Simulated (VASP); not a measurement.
Ta:

```
Ta
1.0
     2.90037    0.00000    0.00000
    -1.45019    2.51179    0.00000
     0.00000    0.00000    5.16627
Ta
2
Direct
  0.66667 0.33333 0.75000
  0.33333 0.66667 0.25000
```

This isn't the form of Ta at room conditions, which is bcc.

Program: VASP 6.6.1. Alike in all runs: task single point; no spin polarisation; cell as given; k mesh 13 × 13 × 7; cutoff (eV) 500; smearing fermi-dirac 0.1 eV.

Problem. Order these runs on this cell by their pressure, lowest first.
A. level PBEsol; potentials or basis VASP PAW PBE potentials, release 64 (Ta_pv)
B. level BLYP; potentials or basis VASP PAW PBE potentials, release 64 (Ta_pv)
C. level LDA; potentials or basis VASP PAW LDA potentials, release 64 (Ta_pv)

Solution. C (-11.0 GPa), A (-6.8 GPa), B (6.2 GPa).

Caveats: the cell stands under tension (at least some runs); the PAW data sets were made with another functional, which shifts forces and pressure a little (at least some runs); the cell stands under pressure (at least some runs).
